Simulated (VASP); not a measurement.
Crystal: Se.

```
CELL_PARAMETERS angstrom
5.98017 0.00000 0.00000
0.00000 5.98017 0.00000
0.00000 0.00000 5.98017
ATOMIC_POSITIONS crystal
Se 0.50000 0.50000 0.50000
Se 0.00000 0.00000 0.00000
Se 0.25000 0.00000 0.50000
Se 0.50000 0.25000 0.00000
Se 0.50000 0.75000 0.00000
Se 0.75000 0.00000 0.50000
Se 0.00000 0.50000 0.75000
Se 0.00000 0.50000 0.25000
```

```yaml
Program: VASP 6.6.1
Task: relaxation of cell and atoms
Functional: r2SCAN
Potentials_or_basis: VASP PAW PBE potentials, release 64 (Se)
Cutoff: 600 eV
k_mesh: 4 × 4 × 4
Occupations: gaussian, width 0.1 eV
Spin: no spin polarisation
```

At the start: pressure -9.5 GPa; volume 26.73 Å³/atom.

Problem. How do energy, volume and symmetry change on relaxing?

Solution. Over 3 steps the energy falls by 221.1 meV/atom and the volume is 20.89 Å³/atom (-21.8 %); space group Pm-3n (No. 223, to 0.05 Å).

Step by step:
```tsv
step	energy change (eV)	largest force (eV/Å)	pressure (GPa)	volume (Å³)
1	0.0000	0.0000	-9.55	213.86
2	-1.7670	0.0000	-0.46	168.24
3	-1.7687	0.0000	-0.02	167.15
```

Final structure:
```
Se
1.0
     5.50849    0.00000    0.00000
     0.00000    5.50849    0.00000
     0.00000    0.00000    5.50849
Se
8
Direct
  0.50000 0.50000 0.50000
  0.00000 0.00000 0.00000
  0.25000 0.00000 0.50000
  0.50000 0.25000 0.00000
  0.50000 0.75000 0.00000
  0.75000 0.00000 0.50000
  0.00000 0.50000 0.75000
  0.00000 0.50000 0.25000
```

Caveat: the volume moved by over 15 % at a fixed basis, so the end points are rough; the PAW data sets were made with another functional, which shifts forces and pressure a little.
